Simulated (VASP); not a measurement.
## Zr4F: relaxation of cell and atoms with PBE

Crystal: Zr4F.

```
Zr F
1.0
     4.19779    0.00000    0.00000
     0.00000    4.19779    0.00000
     0.00000    0.00000    4.19779
Zr F
4 1
Direct
  0.50000 0.50000 0.50000
  0.00000 0.50000 0.50000
  0.50000 0.00000 0.50000
  0.50000 0.50000 0.00000
  0.00000 0.00000 0.00000
```

* Program: VASP 6.6.1
* Task: relaxation of cell and atoms
* Functional: PBE
* Potentials or basis: VASP PAW PBE potentials, release 64 (Zr_sv, F)
* Cutoff: 600 eV
* k mesh: 4 × 4 × 4
* Occupations: gaussian, width 0.1 eV
* Spin: no spin polarisation
* Dipole correction: no
* Further INCAR settings: ALGO = Normal; EDIFF = 1e-06; IBRION = 2; EDIFFG = -0.04; NSW = 90; ISIF = 3

| Property | Result |
| --- | --- |
| Relaxed volume | 27.29 Å³/atom |
| Relaxed cell | a = 5.148 Å, b = 5.148 Å, c = 5.148 Å, α = 90.00°, β = 90.00°, γ = 90.00° |
| Space group after relaxing (to 0.05 Å) | Pm-3m (No. 221) |
| Energy gained by relaxing | 2518.8 meV/atom |
| Ionic steps | 5 |
| Pressure after relaxing | 0.2 GPa |

The path:
```csv
step,energy change (eV),largest force (eV/Å),pressure (GPa),volume (Å³)
1,0.0000,0.0000,109.21,73.97
2,-4.7053,0.0000,-17.47,242.97
3,-12.5837,0.0000,-1.25,139.70
4,-12.5929,0.0000,-0.50,138.01
5,-12.5942,0.0000,0.22,136.47
```

Final structure:
```
Zr F
1.0
     5.14842    0.00000    0.00000
     0.00000    5.14842    0.00000
     0.00000    0.00000    5.14842
Zr F
4 1
Direct
  0.50000 0.50000 0.50000
  0.00000 0.50000 0.50000
  0.50000 0.00000 0.50000
  0.50000 0.50000 0.00000
  0.00000 0.00000 0.00000
```

Levels at points of the mesh, in eV from the Fermi level:
| k point | band 24 | band 25 | band 26 | band 27 | band 28 | band 29 | band 30 | band 31 |
| --- | --- | --- | --- | --- | --- | --- | --- | --- |
| (0.00, 0.00, 0.00) | -2.77 | -1.85 | -1.85 | -0.67 | -0.54 | -0.54 | 1.70 | 1.70 |
| (0.50, 0.00, 0.00) | -1.58 | -1.58 | -1.18 | -0.22 | 0.27 | 0.29 | 0.29 | 0.41 |
| (0.50, 0.50, 0.00) | -0.72 | -0.72 | -0.68 | -0.27 | 0.29 | 0.38 | 0.38 | 0.79 |
| (0.50, 0.50, 0.50) | -0.45 | 0.23 | 0.23 | 0.23 | 0.31 | 0.31 | 0.31 | 1.18 |

Wall time 3.7 min on 1 thread of Intel(R) Xeon(R) Platinum 8375C CPU @ 2.90GHz (Ice Lake) (shared host), peak memory 0.21 GiB.

Caveat: the k points lie up to 0.31 Å⁻¹ apart in the final cell; the volume moved by over 15 % at a fixed basis, so the end points are rough; an odd number of electrons without spin polarisation forces a metal; a magnetic or distorted state may lie lower.
